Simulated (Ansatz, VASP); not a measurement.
Two plane-wave programs on Ir

File INCAR:

```
PREC     = Accurate       # precision mode
ENCUT    = 600            # plane-wave cutoff, eV
EDIFF    = 1E-7           # SCF threshold, eV
ISMEAR   = 0              # smearing method
SIGMA    = 0.1            # smearing width, eV
LREAL    = False          # projectors in reciprocal space
LASPH    = True           # aspherical terms in the spheres
NELM     = 100            # most SCF steps
ALGO     = Fast           # electronic algorithm
ISIF     = 3              # what is computed and relaxed
LWAVE    = False          # write WAVECAR
LCHARG   = False          # write CHGCAR
GGA      = PS             # functional
IBRION   = 2              # ionic algorithm
NSW      = 90             # ionic steps
EDIFFG   = -0.04          # ionic threshold
```

File KPOINTS:

```
Automatic mesh
0
Gamma
  6 6 6
```

File POSCAR:

```
Ir
1.0
    4.5461018397      0.0000000000      0.0000000000
   -2.2730509199      3.9370396814      0.0000000000
    0.0000000000      0.0000000000      2.7869580843
Ir
3
Direct
    0.0000000000      0.0000000000      0.0000000000
    0.3333333333      0.6666666667      0.5000000000
    0.6666666667      0.3333333333      0.5000000000
```

Input for Ansatz:

```yaml
crystal:
  lattice:
    - [4.5461018397, 0.0, 0.0]
    - [-2.2730509199, 3.9370396814, 0.0]
    - [0.0, 0.0, 2.7869580843]
  atoms:
    - { symbol: Ir, position: [0.0, 0.0, 0.0] }
    - { symbol: Ir, position: [0.3333333333, 0.6666666667, 0.5] }
    - { symbol: Ir, position: [0.6666666667, 0.3333333333, 0.5] }
basis:
  ecutwfc: 420
kpoints:
  mp_grid: { grid: [6, 6, 6] }
hamiltonian:
  xc: pbesol
scf:
  occupations: { method: gaussian, width: 0.1 }
  lower_state_search: "off"
output:
  forces: true
  stress: true
  eigenvalues: true
relax:
  adjacent_minimum: "off"
  f_tol: 0.04
  max_steps: 70
  cell: { stress_tol: 0.4 }
```

Alike in both runs: task relaxation of cell and atoms; functional PBEsol; k mesh 6 × 6 × 6; occupations gaussian, width 0.1 eV; no spin polarisation.

```csv
,VASP,Ansatz
version,VASP 6.6.1,Ansatz 0.2.0
potentials or method,"VASP PAW PBE potentials, release 64 (Ir), cutoff 600 eV","scalar-relativistic, plane waves, PAW"
valence electrons in the cell,27,51
```

Ansatz gave:

```
gap on the k mesh at the Fermi level, each at its own relaxed structure (eV) : none
relaxed volume (Å³/atom)                                                     : 14.49
relaxed cell length with the largest relative difference (Å)                 : 4.316
```

Problem. What did VASP give for the same quantities?

Solution. gap on the k mesh at the Fermi level, each at its own relaxed structure (eV): none; relaxed volume (Å³/atom): 14.53; relaxed cell length with the largest relative difference (Å): 4.321.

VASP's potentials were made for PBE, not for PBEsol. A gap of «none» marks a metal or a gap that the smearing closes. VASP's potentials hold 27 valence electrons a cell and Ansatz's 51, so a difference there can come from the potentials and not from the codes.

The k mesh is coarse, so the values compare programs but aren't converged. Spin-orbit coupling is off throughout.
